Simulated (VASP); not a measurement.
# Ag (Fm-3m) in VASP: a series of runs

The runs below take Ag through single point, with PBEsol.

All numbers are computed with VASP 6.6.1; they aren't measurements. Logs are shortened: lines on timing, memory, paths and dates and some standing lists are left out, and cuts for length are marked.

## 1. The cell of the first run

It takes space group Fm-3m (No. 225, cubic). Conventional cell: a = 3.885 Å, b = 3.885 Å, c = 3.885 Å, α = 90.00°, β = 90.00°, γ = 90.00°. Ag (site symmetry m-3m) has 12 Ag at 2.75 Å within 3.6 Å.

## 2. Single point, PBEsol (volume scaled by 0.88)

The input, INCAR:

```
SYSTEM = Ag
  ALGO = Normal
  EDIFF = 1E-6
  ENCUT = 520
  GGA = PS
  ISIF = 2
  ISMEAR = 0
  LASPH = .True.
  LCHARG = .False.
  LREAL = .False.
  LWAVE = .False.
  NBANDS = 12
  NELM = 60
  PREC = Accurate
  SIGMA = 0.1
```

The input, KPOINTS:

```
k-points
0
Gamma
  18 18 18
  0 0 0
```

The input, POSCAR:

```
Ag
1.0
    0.0000000000      1.9426386518      1.9426386518
    1.9426386518      0.0000000000      1.9426386518
    1.9426386518      1.9426386518      0.0000000000
Ag
1
Direct
    0.0000000000      0.0000000000      0.0000000000
```

Potentials or basis: VASP PAW PBE potentials, release 64 (Ag).

The run is started by

```bash
$ cat potpaw_PBE.64/Ag/POTCAR > POTCAR
$ mpirun -np 1 vasp_std > vasp.out
```

OUTCAR:

```text
SYSTEM = Ag
   EDIFF = 1E-6
   ENCUT = 520
   GGA = PS
   ISIF = 2
   ISMEAR = 0
   LASPH = .True.
   LREAL = .False.
   NELM = 60
   PREC = Accurate

 ion  position               nearest neighbor table
   1  0.000  0.000  0.000-

  LATTYP: Found a face centered cubic cell.
 ALAT       =     3.8852773036

  Lattice vectors:

 A1 = (   0.0000000000,   1.9426386518,   1.9426386518)
 A2 = (   1.9426386518,   0.0000000000,   1.9426386518)
 A3 = (   1.9426386518,   1.9426386518,   0.0000000000)

Analysis of symmetry for initial positions (statically):
=====================================================================
 Subroutine PRICEL returns:
 Original cell was already a primitive cell.

 Routine SETGRP: Setting up the symmetry group for a
 face centered cubic supercell.

 Subroutine GETGRP returns: Found 48 space group operations
 (whereof 48 operations were pure point group operations)
 out of a pool of 48 trial point group operations.

The static configuration has the point symmetry O_h .

Analysis of symmetry for dynamics (positions and initial velocities):
=====================================================================
 Subroutine PRICEL returns:
 Original cell was already a primitive cell.

 Routine SETGRP: Setting up the symmetry group for a
 face centered cubic supercell.

 Subroutine GETGRP returns: Found 48 space group operations
 (whereof 48 operations were pure point group operations)
 out of a pool of 48 trial point group operations.

The dynamic configuration has the point symmetry O_h .

 Subroutine INISYM returns: Found 48 space group operations
 (whereof 48 operations are pure point group operations),
 and found     1 'primitive' translations

----------------------------------------------------------------------------------------

                                     Primitive cell

  volume of cell :      14.6624

  direct lattice vectors                    reciprocal lattice vectors
     0.000000000  1.942638652  1.942638652    -0.257381886  0.257381886  0.257381886
     1.942638652  0.000000000  1.942638652     0.257381886 -0.257381886  0.257381886
     1.942638652  1.942638652  0.000000000     0.257381886  0.257381886 -0.257381886

  length of vectors
     2.747305928  2.747305928  2.747305928     0.445798503  0.445798503  0.445798503

[... 83 lines left out ...]
   NFREE  =      0    steps in history (QN), initial steepest desc. (CG)
   ISIF   =      2    stress and relaxation
   ISYM   =      2    0-nonsym 1-usesym 2-fastsym
   POTIM  = 0.5000    time-step for ionic-motion
   TEBEG  =    0.0;   TEEND  =   0.0 temperature during run
   PSTRESS=    0.0 pullay stress
   NELECT =      11.0000    total number of electrons
   NUPDOWN=      -1.0000    fix difference up-down
   EMIN   =  10.00;   EMAX   =-10.00  energy-range for DOS
   EFERMI =   0.00;   METHOD = LEGACY
   ISMEAR =     0;   SIGMA  =   0.10  broadening in eV -4-tet -1-fermi 0-gaus
   EFERMI_NEDOS =   21; number of points for ismear=-14 and -15
   IALGO  =     38    algorithm
   IMIX   =      4    mixing-type and parameters
     AMIX     =   0.40;   BMIX     =  1.00
     AMIX_MAG =   1.60;   BMIX_MAG =  1.00
  volume/ion in A,a.u.               =      14.66        98.95
  Fermi-wavevector in a.u.,A,eV,Ry     =   1.487546  2.811054 30.106873  2.212793
  Thomas-Fermi vector in A             =   2.600693
   LORBIT       =      0    0 simple, 1 ext, 2 COOP (PROOUT), +10 PAW based schemes
   GGA     = PS    functional components
   LHFCALC =     F    Hartree Fock is set to
   AEXX    =    0.0000 exact exchange contribution
   IVDW    =     0    specifies the selected vdW correction
   LEPSILON=     F    determine dielectric tensor
   LRPA    =     F    only Hartree local field effects (RPA)
 non-spin polarized calculation
 Gauss-broadening in eV      SIGMA  =   0.10
  energy-cutoff  :      520.00
  volume of cell :       14.66
 maximum number of plane-waves:       411
   NGX = 11   NGY = 11   NGZ = 11

 number of electron      11.0000003 magnetization

 Free energy of the ion-electron system (eV)
  ---------------------------------------------------
  ext. energy  EPLUGINS =         0.00000000
  ---------------------------------------------------
  free energy    TOTEN  =        -3.19582215 eV

  energy without entropy =       -3.19460177  energy(sigma->0) =       -3.19521196

 E-fermi :  10.5279     XC(G=0): -13.3353

 val. band max:       10.4556653227   @ k =   0.5000   0.3333   0.1667
 cond. band min:      10.5396759291   @ k =   0.5000   0.2778   0.1111
 fundamental gap:      0.0840106064
 Fermi energy:        10.5279185873

 k-point     1 :       0.0000    0.0000    0.0000
  band No.  band energies     occupation
      1       1.4975      2.00000
      2       5.1304      2.00000
      3       5.1304      2.00000
      4       5.1304      2.00000
      5       6.4948      2.00000
      6       6.4948      2.00000
      7      26.7393      0.00000
      8      31.2140      0.00000
      9      31.2140      0.00000
     10      31.2140      0.00000
     11      36.4630      0.00000
     12      38.7760      0.00000
[... 331 lines left out ...]
 k-point    24 :      -0.2222    0.0556    0.0000
  band No.  band energies     occupation
      1       3.1031      2.00000
      2       5.0656      2.00000
      3       5.4403      2.00000
      4       5.4441      2.00000
      5       6.4151      2.00000
      6       6.8815      2.00000
      7      23.2562      0.00000
      8      27.4467      0.00000
      9      30.7722      0.00000
     10      33.6867      0.00000
     11      33.7121      0.00000
     12      35.1310      0.00000

 [... further k-points ...]

------------------------ aborting loop because EDIFF is reached ----------------------------------------

  FORCE on cell =-STRESS in cart. coord.  units (eV):
  Direction    XX          YY          ZZ          XY          YZ          ZX
  --------------------------------------------------------------------------------------
  -------------------------------------------------------------------------------------
  Total        1.9641495      1.9641495      1.9641495     -0.0000000      0.0000000     -0.0000000
  in kB      214.6243765    214.6243765    214.6243765     -0.0000000      0.0000000     -0.0000000
  external PRESSURE =     214.6243765 kB  Pullay stress =       0.0000000 kB

 VOLUME and BASIS-vectors are now :
 -----------------------------------------------------------------------------
  energy-cutoff  :      520.00
  volume of cell :       14.66
      direct lattice vectors                 reciprocal lattice vectors
     0.000000000  1.942638652  1.942638652    -0.257381886  0.257381886  0.257381886
     1.942638652  0.000000000  1.942638652     0.257381886 -0.257381886  0.257381886
     1.942638652  1.942638652  0.000000000     0.257381886  0.257381886 -0.257381886

 POSITION                                       TOTAL-FORCE (eV/Angst)
 -----------------------------------------------------------------------------------
      0.00000      0.00000      0.00000         0.000000      0.000000      0.000000
 -----------------------------------------------------------------------------------
    total drift:                                0.000000     -0.000000      0.000000

  FREE ENERGIE OF THE ION-ELECTRON SYSTEM (eV)
  ---------------------------------------------------
  free  energy   TOTEN  =        -3.1958221490 eV

  energy  without entropy=       -3.1946017690  energy(sigma->0) =       -3.19521196
```

stdout:

```text
POSCAR found type information on POSCAR Ag
 POSCAR found :  1 types and       1 ions
 scaLAPACK will be used
 -----------------------------------------------------------------------------
|                                                                             |
|                                                                             |
|     You enforced a specific xc type in the INCAR file but a different       |
|     I HOPE YOU KNOW WHAT YOU ARE DOING!                                     |
|                                                                             |
 -----------------------------------------------------------------------------

 LDA part: xc-table for (Slater+PW92), standard interpolation
 POSCAR, INCAR and KPOINTS ok, starting setup
 FFT: planning ... GRIDC
 FFT: planning ... GRID_SOFT
 FFT: planning ... GRID
 WAVECAR not read
 entering main loop
```

It took 14 s on 1 thread of Intel Xeon Platinum 8488C (Sapphire Rapids), shared host; peak memory 0.15 GiB.

What came out:

| Property | Result |
| --- | --- |
| Free energy | -3.1958 eV |
| Pressure | 21.5 GPa |

Caveat: the PAW data sets were made with another functional, which shifts forces and pressure a little.

## 3. Single point, PBEsol (volume scaled by 0.91)

The input, INCAR:

```
PREC = Accurate
ENCUT = 520
EDIFF = 1E-7
ISMEAR = 0
SIGMA = 0.1
LREAL = F
LASPH = T
NELM = 100
ALGO = Normal
ISIF = 2
LWAVE = F
LCHARG = F
GGA = PS
NBANDS = 12
```

The input, KPOINTS:

```
Automatic mesh
0
Gamma
  18 18 18
```

The input, POSCAR:

```
Ag
1.0
    0.0000000000      1.9644678795      1.9644678795
    1.9644678795      0.0000000000      1.9644678795
    1.9644678795      1.9644678795      0.0000000000
Ag
1
Direct
    0.0000000000      0.0000000000      0.0000000000
```

Potentials or basis: VASP PAW PBE potentials, release 64 (Ag).

The run is started by

```bash
$ cat potpaw_PBE.64/Ag/POTCAR > POTCAR
$ mpirun -np 1 vasp_std > vasp.out
```

It took 22 s on 1 thread of Intel Xeon Platinum 8488C (Sapphire Rapids), shared host; peak memory 0.16 GiB.

It converged, with:

| Property | Result |
| --- | --- |
| Free energy | -3.2517 eV |
| Pressure | 14.4 GPa |

Levels at points of the mesh, in eV from the Fermi level:
| k point | band 4 | band 5 | band 6 | band 7 | band 8 | band 9 |
| --- | --- | --- | --- | --- | --- | --- |
| (0.00, 0.00, 0.00) | -5.23 | -3.94 | -3.94 | 16.19 | 20.46 | 20.46 |
| (0.50, 0.00, 0.00) | -2.96 | -2.96 | -0.79 | 4.30 | 15.44 | 19.03 |
| (0.50, 0.50, 0.00) | -2.71 | -2.71 | 1.43 | 7.70 | 11.21 | 11.21 |

Caveat: the PAW data sets were made with another functional, which shifts forces and pressure a little.

## 4. Single point, PBEsol (volume scaled by 0.94)

The input, INCAR:

```
  PREC = Accurate
  ENCUT = 520
  EDIFF = 1E-6
  ISMEAR = 0
  SIGMA = 0.1
  LREAL = F
  LASPH = T
  NELM = 100
  ALGO = Normal
  ISIF = 2
  LWAVE = F
  LCHARG = F
  GGA = PS
  NBANDS = 12
```

KPOINTS is that of step 3.

The input, POSCAR:

```
Ag
1.0
    0.0000000000      1.9858224642      1.9858224642
    1.9858224642      0.0000000000      1.9858224642
    1.9858224642      1.9858224642      0.0000000000
Ag
1
Direct
    0.0000000000      0.0000000000      0.0000000000
```

The run is started by

```bash
$ cat potpaw_PBE.64/Ag/POTCAR > POTCAR
$ mpirun -np 1 vasp_std > vasp.out
```

Run time: 16 s. Hardware: 1 thread of Intel Xeon Platinum 8488C (Sapphire Rapids), shared host; peak memory 0.16 GiB.

It converged, with:

| Item | Value |
| --- | --- |
| Free energy | -3.2874 eV |
| Pressure | 8.5 GPa |

Levels at points of the mesh, in eV from the Fermi level:
```tsv
k point	band 4	band 5	band 6	band 7	band 8	band 9
(0.00, 0.00, 0.00)	-5.08	-3.86	-3.86	16.17	20.24	20.24
(0.50, 0.00, 0.00)	-2.93	-2.93	-0.68	4.11	15.41	18.71
(0.50, 0.50, 0.00)	-2.69	-2.69	1.48	7.44	11.06	11.06
```

Caveat: the PAW data sets were made with another functional, which shifts forces and pressure a little.

## 5. Summary

| cell | gap on the mesh (eV) | pressure (GPa) |
| --- | --- | --- |
| a = 2.747 Å, angles 60.0°, 1 atom | none | 21.5 |
| a = 2.778 Å, angles 60.0°, 1 atom | none | 14.4 |
| a = 2.808 Å, angles 60.0°, 1 atom | none | 8.5 |

Alike in all rows: task single point; level PBEsol; potentials or basis VASP PAW PBE potentials, release 64 (Ag); no spin polarisation; k mesh 18 × 18 × 18; cutoff (eV) 520; smearing gaussian 0.1 eV.

Caveats: the PAW data sets were made with another functional, which shifts forces and pressure a little.

Absolute energies hang on the potentials; compare differences alone.
